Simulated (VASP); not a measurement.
**CdSe: single point with revPBE**

Crystal: CdSe.

```
CELL_PARAMETERS angstrom
0.00000 3.15005 3.15005
3.15005 0.00000 3.15005
3.15005 3.15005 0.00000
ATOMIC_POSITIONS crystal
Cd 0.00000 0.00000 0.00000
Se 0.75000 0.75000 0.75000
```

```json
{"Program": "VASP 6.6.1", "Task": "single point", "Functional": "revPBE", "Potentials or basis": "VASP PAW PBE potentials, release 64 (Cd, Se)", "Cutoff": "500 eV", "k mesh": "8 × 8 × 8", "Occupations": "methfessel-paxton, width 0.1 eV", "Spin": "non-collinear spin, zero start, spin-orbit coupling", "Starting moments": "[[0.0, 0.0, 0.0], [0.0, 0.0, 0.0]] μB"}
```

| Property | Result |
| --- | --- |
| Pressure | -0.6 GPa |
| Net moment | 0.00 μB per cell |
| Valence electrons inside the program's atomic spheres | Cd 10.24; Se 3.82 |

Moments on the atoms (μB; x, y, z):
```
Cd  0.00 0.00 0.00
Se  0.00 0.00 0.00
```

It took 2.2 min on 1 thread of AMD EPYC 7R43 64-Core Processor (Zen 3) (shared host), peak memory 0.34 GiB.

Caveat: the PAW data sets were made with another functional, which shifts forces and pressure a little.
